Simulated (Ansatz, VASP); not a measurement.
# One calculation of BN, two programs

```
B N
1.0
     0.00000    1.70808    1.97580
     1.97580    0.00000    1.97580
     1.97580    1.70808    0.00000
B N
1 1
Direct
  0.00000 0.00000 0.00000
  0.75000 0.75000 0.75000
```

Alike in both runs: task single point; functional PBE; k mesh 12 × 12 × 12; occupations gaussian, width 0.05 eV; no spin polarisation.

```csv
,VASP,Ansatz
version,VASP 6.6.1,Ansatz 0.2.0
potentials or method,"VASP PAW PBE potentials, release 64 (B, N), cutoff 520 eV","scalar-relativistic, plane waves, PAW"
valence electrons in the cell,8,8
```

|  | VASP | Ansatz | Ansatz less VASP |
| --- | --- | --- | --- |
| gap on the k mesh at the Fermi level (eV) | 2.39 | 2.40 | +0.009 |
| least direct gap on the mesh (eV) | 7.05 | 7.06 | +0.008 |
